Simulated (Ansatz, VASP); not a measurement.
## One calculation of Y, two programs

```
Y
1.0
     0.00000    2.45237    2.45237
     2.45237    0.00000    2.45237
     2.45237    2.45237    0.00000
Y
1
Direct
  0.00000 0.00000 0.00000
```

Alike in both runs: task single point; functional LDA; k mesh 13 × 13 × 13; occupations fermi-dirac, width 0.08 eV; no spin polarisation.

|  | VASP | Ansatz |
| --- | --- | --- |
| version | VASP 6.6.1 | Ansatz 0.2.0 |
| potentials or method | VASP PAW LDA potentials, release 64 (Y_sv), cutoff 520 eV | all-electron LAPW, scalar-relativistic |

Ansatz gave:

- pressure (GPa): 0.0

Q: Which values does VASP return?

A: Pressure (GPa): -0.2.

LDA's correlation is that of Perdew and Zunger in VASP and of Perdew and Wang (1992) in Ansatz. Ansatz ran all-electron here, and VASP with PAW potentials.
